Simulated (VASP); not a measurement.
GaSb:

```
Ga Sb
1.0
     0.00000    3.06588    3.12720
     3.06588    0.00000    3.12720
     3.06588    3.06588    0.00000
Ga Sb
1 1
Cartesian
  0.0000 0.0000 0.0000
  1.5329 1.5329 1.5636
```

This cell differs from its parent crystal: uniaxial z strain +2.0%.

Base run:

* Program: VASP 6.6.1
* Functional: r2SCAN
* Potentials or basis: VASP PAW PBE potentials, release 64 (Ga_d, Sb)
* Cutoff: 520 eV
* k mesh: 8 × 8 × 8
* Occupations: fermi-dirac, width 0.02 eV
* Spin: no spin polarisation

Its results: band gap on the k mesh 0.21 eV, direct; pressure -0.9 GPa.

Problem. The run is repeated on the same cell with these changes: functional from r2SCAN to PBE; further incar settings from ALGO = Normal; EDIFF = 1e-07; NBANDS = 16 to ALGO = Normal; EDIFF = 1e-06; NBANDS = 16. What comes out?

Solution. Band gap on the k mesh zero (filled and empty bands touch); pressure 1.0 GPa.

Caveats: spin-orbit coupling is left out, which moves the levels of the heavy elements; the PAW data sets were made with another functional, which shifts forces and pressure a little (some runs).

A k mesh can miss the band edges.
